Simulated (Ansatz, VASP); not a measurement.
**Two plane-wave programs on ZnSe**

```xyz
2
Lattice="0.0000 2.7837 2.7837 2.7837 0.0000 2.7837 2.7837 2.7837 0.0000" Properties=species:S:1:pos:R:3 pbc="T T T"
Zn    0.0000    0.0000    0.0000
Se    1.3918    1.3918    1.3918
```

Alike in both runs: functional LDA; k mesh 12 × 12 × 12; occupations gaussian, width 0.02 eV; no spin polarisation.

Ansatz relaxed the structure, and its values are those at the end. VASP's run is a single point on that final structure, the one shown.

|  | VASP | Ansatz |
| --- | --- | --- |
| version | VASP 6.6.1 | Ansatz 0.2.0 |
| potentials or method | VASP PAW LDA potentials, release 64 (Zn, Se), cutoff 520 eV | scalar-relativistic, plane waves, PAW |
| valence electrons in the cell | 18 | 28 |

Ansatz gave:

| Property | Result |
| --- | --- |
| gap on the k mesh at the Fermi level (eV) | 1.25 |
| least direct gap on the mesh (eV) | 1.25 |
| pressure (GPa) | 0.0 |

Task: Which values does VASP return?

Result: gap on the k mesh at the Fermi level (eV): 1.29; least direct gap on the mesh (eV): 1.29; pressure (GPa): 0.4.

Ansatz warns that its potentials were made for another functional, while VASP's fit it. LDA's correlation is that of Perdew and Zunger in VASP and of Perdew and Wang (1992) in Ansatz. VASP's potentials hold 18 valence electrons a cell and Ansatz's 28, so a difference there can come from the potentials and not from the codes.
